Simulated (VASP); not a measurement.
# MgO (P6_3/mmc) in VASP: settings compared

Aim: see how the results for MgO move with the level of theory and the settings. Levels: PBE, PBEsol, r2SCAN. Tasks: dielectric tensor, vibrations by perturbation theory.

Program: VASP 6.6.1. These are calculated values, not measurements. Logs are shortened: lines on timing, memory, paths and dates and some standing lists are left out, and cuts for length are marked.

## (1) The cell of the first run

The structure is hexagonal, space group P6_3/mmc (No. 194). The conventional cell has a = 3.484 Å, b = 3.484 Å, c = 4.185 Å, α = 90.00°, β = 90.00°, γ = 120.00°. Within 2.7 Å of Mg (site symmetry -6m2) lie 5 O at 2.01 to 2.09 Å. O (site symmetry -6m2) has 5 Mg at 2.01 to 2.09 Å within 2.7 Å.

## (2) Dielectric tensor, PBE

INCAR reads:

```
SYSTEM = MgO
PREC = Accurate
ENCUT = 520
EDIFF = 1E-8
ISMEAR = 0
SIGMA = 0.01
LREAL = .False.
LASPH = .True.
NELM = 60
ALGO = Normal
ISIF = 2
LWAVE = .False.
LCHARG = .False.
GGA = PE
LEPSILON = .True.
```

KPOINTS reads:

```
regular mesh
0
Gamma
  9 9 6
  0 0 0
```

POSCAR reads:

```
MgO
1.0
    3.4840780556      0.0000000000      0.0000000000
   -1.7420390278      3.0173001049      0.0000000000
    0.0000000000      0.0000000000      4.1853174871
Mg O
2 2
Direct
    0.6666666667      0.3333333333      0.7500000000
    0.3333333333      0.6666666667      0.2500000000
    0.6666666667      0.3333333333      0.2500000000
    0.3333333333      0.6666666667      0.7500000000
```

Potentials or basis: VASP PAW PBE potentials, release 64 (Mg, O).

Command:

```sh
$ cat potpaw_PBE.64/Mg/POTCAR potpaw_PBE.64/O/POTCAR > POTCAR
$ mpirun -np 1 vasp_std > vasp.out
```

OUTCAR:

```text
SYSTEM = MgO
   PREC = Accurate
   ENCUT = 520
   EDIFF = 1E-8
   ISMEAR = 0
   LREAL = .False.
   LASPH = .True.
   NELM = 60
   ISIF = 2
   GGA = PE
   LEPSILON = .True.

 ion  position               nearest neighbor table
   1  0.667  0.333  0.750-   4 2.01   4 2.01   4 2.01   3 2.09   3 2.09   2 2.90   2 2.90   2 2.90
                             2 2.90   2 2.90   2 2.90
   2  0.333  0.667  0.250-   3 2.01   3 2.01   3 2.01   4 2.09   4 2.09   1 2.90   1 2.90   1 2.90
                             1 2.90   1 2.90   1 2.90
   3  0.667  0.333  0.250-   2 2.01   2 2.01   2 2.01   1 2.09   1 2.09
   4  0.333  0.667  0.750-   1 2.01   1 2.01   1 2.01   2 2.09   2 2.09

  LATTYP: Found a hexagonal cell.
 ALAT       =     3.4840780556
 C/A-ratio  =     1.2012697248

  Lattice vectors:

 A1 = (   3.4840780556,   0.0000000000,   0.0000000000)
 A2 = (  -1.7420390278,   3.0173001049,   0.0000000000)
 A3 = (   0.0000000000,   0.0000000000,   4.1853174871)

Analysis of symmetry for initial positions (statically):
=====================================================================
 Subroutine PRICEL returns:
 Original cell was already a primitive cell.

 Routine SETGRP: Setting up the symmetry group for a
 hexagonal supercell.

 Subroutine GETGRP returns: Found 24 space group operations
 (whereof 12 operations were pure point group operations)
 out of a pool of 24 trial point group operations.

The static configuration has the point symmetry D_3d.
 The point group associated with its full space group is D_6h.

Analysis of symmetry for dynamics (positions and initial velocities):
=====================================================================
 Subroutine PRICEL returns:
 Original cell was already a primitive cell.

 Routine SETGRP: Setting up the symmetry group for a
 hexagonal supercell.

 Subroutine GETGRP returns: Found 24 space group operations
 (whereof 12 operations were pure point group operations)
 out of a pool of 24 trial point group operations.

The dynamic configuration has the point symmetry D_3d.
 The point group associated with its full space group is D_6h.

 Subroutine INISYM returns: Found 24 space group operations
 (whereof 12 operations are pure point group operations),
 and found     1 'primitive' translations

----------------------------------------------------------------------------------------

                                     Primitive cell

  volume of cell :      43.9982

  direct lattice vectors                    reciprocal lattice vectors
     3.484078056  0.000000000  0.000000000     0.287019976  0.165711060  0.000000000
    -1.742039028  3.017300105  0.000000000     0.000000000  0.331422121  0.000000000
     0.000000000  0.000000000  4.185317487     0.000000000  0.000000000  0.238930500

  length of vectors
     3.484078056  3.484078056  4.185317487     0.331422121  0.331422121  0.238930500

  position of ions in fractional coordinates (direct lattice)
     0.666666667  0.333333333  0.750000000
     0.333333333  0.666666667  0.250000000
     0.666666667  0.333333333  0.250000000
     0.333333333  0.666666667  0.750000000

  ion indices of the primitive-cell ions
   primitive index   ion index
                 1           1
                 2           2
                 3           3
                 4           4

----------------------------------------------------------------------------------------

 KPOINTS: regular mesh
[... 103 lines left out ...]
 maximum number of plane-waves:      1204
 NGX is ok and might be reduce to    28
   NGX = 13   NGY = 13   NGZ = 15

--------------------------------------- Ionic step        1  -------------------------------------------

 number of electron      15.9999998 magnetization

 E-fermi :   2.0891     XC(G=0): -10.0730

 val. band max:        2.0082855743   @ k =   0.0000   0.0000   0.0000
 cond. band min:       5.4422096117   @ k =   0.0000   0.0000   0.0000
 fundamental gap:      3.4339240374
 Fermi energy:         2.0891411734

 k-point     1 :       0.0000    0.0000    0.0000
  band No.  band energies     occupation
      1     -14.9313      2.00000
      2     -13.5361      2.00000
      3      -1.6408      2.00000
      4       0.2723      2.00000
      5       0.2723      2.00000
      6       1.1983      2.00000
      7       1.1983      2.00000
      8       2.0083      2.00000
      9       5.4422      0.00000
     10      11.4828      0.00000
     11      14.2433      0.00000
     12      14.5621      0.00000
[... 331 lines left out ...]
 k-point    24 :       0.3333    0.3333    0.1667
  band No.  band energies     occupation
      1     -13.9657      2.00000
      2     -13.9657      2.00000
      3      -1.4918      2.00000
      4      -0.8078      2.00000
      5      -0.8078      2.00000
      6       0.8244      2.00000
      7       0.8244      2.00000
      8       0.8548      2.00000
      9       9.4121      0.00000
     10      10.9221      0.00000
     11      12.8672      0.00000
     12      12.8672      0.00000

 [... further k-points ...]

  FORCE on cell =-STRESS in cart. coord.  units (eV):
  Direction    XX          YY          ZZ          XY          YZ          ZX
  --------------------------------------------------------------------------------------
  -------------------------------------------------------------------------------------
  Total        1.0489082      1.0489082      1.1788349      0.0000000      0.0000000     -0.0000000
  in kB       38.1955942     38.1955942     42.9268267      0.0000000      0.0000000     -0.0000000
  external PRESSURE =      39.7726717 kB  Pullay stress =       0.0000000 kB

 VOLUME and BASIS-vectors are now :
 -----------------------------------------------------------------------------
  energy-cutoff  :      520.00
  volume of cell :       44.00
      direct lattice vectors                 reciprocal lattice vectors
     3.484078056  0.000000000  0.000000000     0.287019976  0.165711060  0.000000000
    -1.742039028  3.017300105  0.000000000     0.000000000  0.331422121  0.000000000
     0.000000000  0.000000000  4.185317487     0.000000000  0.000000000  0.238930500

 POSITION                                       TOTAL-FORCE (eV/Angst)
 -----------------------------------------------------------------------------------
      1.74204      1.00577      3.13899        -0.000000      0.000000      0.000000
     -0.00000      2.01153      1.04633         0.000000     -0.000000      0.000000
      1.74204      1.00577      1.04633         0.000000      0.000000      0.000000
     -0.00000      2.01153      3.13899         0.000000      0.000000     -0.000000
 -----------------------------------------------------------------------------------
    total drift:                               -0.000000      0.000000     -0.000000

  FREE ENERGIE OF THE ION-ELECTRON SYSTEM (eV)
  ---------------------------------------------------
  free  energy   TOTEN  =       -23.6579764048 eV

  energy  without entropy=      -23.6579764048  energy(sigma->0) =      -23.65797640

 HEAD OF MICROSCOPIC STATIC DIELECTRIC TENSOR (INDEPENDENT PARTICLE, excluding Hartree and local field effects)
 ------------------------------------------------------
           3.042376     0.000000     0.000000
           0.000000     3.042376    -0.000000
           0.000000     0.000000     3.005961
 ------------------------------------------------------

 Free energy of the ion-electron system (eV)
  ---------------------------------------------------
  ---------------------------------------------------
  free energy    TOTEN  =        -0.26442683 eV

  energy without entropy =       -0.26442683

------------------------ aborting loop because EDIFF is reached ----------------------------------------

--------------------------------------- Ionic step        2  -------------------------------------------

------------------------ aborting loop because EDIFF is reached ----------------------------------------

--------------------------------------- Ionic step        3  -------------------------------------------

 Free energy of the ion-electron system (eV)
  ---------------------------------------------------
  ---------------------------------------------------
  free energy    TOTEN  =        -0.26223488 eV

  energy without entropy =       -0.26223488

------------------------ aborting loop because EDIFF is reached ----------------------------------------

 PIEZOELECTRIC TENSOR FIELD DIRECTION 3  (e Angst)
 -----------------------------------------------------------------------------
     0.00028 -0.00000 -0.00000           (  0.00000 -0.00000  0.00000)
     0.00000  0.00028  0.00000           (  0.00000  0.00000  0.00000)
     0.00000  0.00000 -0.00050           (  0.00000  0.00000 -0.00002)

 PIEZOELECTRIC TENSOR FIELD DIRECTION 3  (C/m^2)
 -----------------------------------------------------------------------------
     0.00010 -0.00000 -0.00000
     0.00000  0.00010  0.00000
     0.00000  0.00000 -0.00018

 MACROSCOPIC STATIC DIELECTRIC TENSOR (including local field effects in DFT)
 ------------------------------------------------------
           2.947014     0.000000     0.000000
           0.000000     2.947014     0.000000
           0.000000     0.000000     2.960344
 ------------------------------------------------------

 PIEZOELECTRIC TENSOR (including local field effects)  for field in x, y, z        (e  Angst)
          XX          YY          ZZ          XY          YZ          ZX
  --------------------------------------------------------------------------------
  x     0.00000     0.00000     0.00000     0.00000     0.00000     0.00000
  y     0.00000     0.00000     0.00000     0.00000     0.00000     0.00000
  z     0.00000     0.00000     0.00000     0.00000     0.00000     0.00000

 PIEZOELECTRIC TENSOR (including local field effects)  for field in x, y, z        (C/m^2)
          XX          YY          ZZ          XY          YZ          ZX
  --------------------------------------------------------------------------------
  x     0.00000     0.00000     0.00000     0.00000     0.00000     0.00000
  y     0.00000     0.00000     0.00000     0.00000     0.00000     0.00000
  z     0.00000     0.00000     0.00000     0.00000     0.00000     0.00000

 BORN EFFECTIVE CHARGES (including local field effects) (in |e|, cummulative output)
 ---------------------------------------------------------------------------------
 ion    1
    1     1.76954     0.00000     0.00000
    2     0.00000     1.76954     0.00000
    3    -0.00000     0.00000     1.99859
 ion    2
    1     1.76954     0.00000     0.00000
    2     0.00000     1.76954     0.00000
    3     0.00000     0.00000     1.99859
 ion    3
    1    -1.76954     0.00000     0.00000
    2     0.00000    -1.76954     0.00000
    3     0.00000     0.00000    -1.99859
 ion    4
    1    -1.76954     0.00000     0.00000
    2     0.00000    -1.76954     0.00000
    3     0.00000     0.00000    -1.99859
```

Run time: 1.8 min. Hardware: 1 thread of Intel Xeon 6975P-C (Granite Rapids), shared host; peak memory 0.29 GiB.

What came out:

| Quantity | Value |
| --- | --- |
| Band gap on the k mesh | 3.43 eV |
| Electronic dielectric tensor (diagonal) | 2.95, 2.95, 2.96 |
| Born charges (mean of the diagonal) | Mg +1.85; O -1.85 e |

Levels at points of the mesh, in eV from the valence-band top:
```csv
k point,band 5,band 6,band 7,band 8,band 9,band 10,band 11,band 12
"(0.00, 0.00, 0.00)",-1.74,-0.81,-0.81,0.00,3.43,9.47,12.23,12.55
"(0.00, 0.00, 0.50)",-1.29,-1.29,-1.29,-1.29,6.46,6.46,12.91,12.91
```

Electronic dielectric tensor:
```
2.95 0.00 0.00
0.00 2.95 0.00
0.00 0.00 2.96
```

Born effective charge tensors (e):
atom 1, Mg
```
1.77 0.00 0.00
0.00 1.77 0.00
0.00 0.00 2.00
```
atom 2, Mg
```
1.77 0.00 0.00
0.00 1.77 0.00
0.00 0.00 2.00
```
atom 3, O
```
-1.77  0.00  0.00
 0.00 -1.77  0.00
 0.00  0.00 -2.00
```
atom 4, O
```
-1.77  0.00  0.00
 0.00 -1.77  0.00
 0.00  0.00 -2.00
```

(Continued in part 2 of 2.)
